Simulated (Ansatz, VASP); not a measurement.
**ScAlSbP3: VASP beside Ansatz**

```xyz
6
Lattice="6.0937 0.0000 0.0000 -3.0469 5.2773 0.0000 0.0000 0.0000 3.8457" Properties=species:S:1:pos:R:3 pbc="T T T"
Sc    0.0000    0.0000    0.0000
Al    3.0469    1.7591    0.0000
Sb    0.0000    3.5182    0.0000
P     4.4010    2.5409    1.9228
P     1.6927    2.5409    1.9228
P     3.0469    0.1955    1.9228
```

Change from the starting cell: species swapped into the YSiBRh3 type (P-6m2, No. 187).

Alike in both runs: task single point; functional PBE; k mesh 3 × 3 × 4; occupations gaussian, width 0.1 eV; collinear spin.

|  | VASP | Ansatz |
| --- | --- | --- |
| version | VASP 6.6.1 | Ansatz 0.2.0 |
| potentials or method | VASP PAW PBE potentials, release 64 (Sc_sv, Al, Sb, P), cutoff 520 eV | scalar-relativistic, plane waves, PAW |
| valence electrons in the cell | 34 | 44 |

Ansatz gave:

- gap on the k mesh at the Fermi level (eV): none
- pressure (GPa): 0.2
- traceless stress, the component that is largest in VASP (GPa): 0.13
- rms of the force components (eV/Å): 0.016
- net moment per atom (μB): 0.09
- size of the moment on the site where the two differ most (μB): 0.40

Which values does VASP return?

gap on the k mesh at the Fermi level (eV): none; pressure (GPa): 0.2; traceless stress, the component that is largest in VASP (GPa): 0.13; rms of the force components (eV/Å): 0.021; net moment per atom (μB): 0.09; size of the moment on the site where the two differ most (μB): 0.34.

Site moments also hang on the region over which each program counts them. Atom by atom the forces differ by 0.005 eV/Å (rms over components). A gap of «none» marks a metal or a gap that the smearing closes. VASP's potentials hold 34 valence electrons a cell and Ansatz's 44, so a difference there can come from the potentials and not from the codes.

The k mesh is coarse, so the values compare programs but aren't converged. Spin-orbit coupling is off throughout.
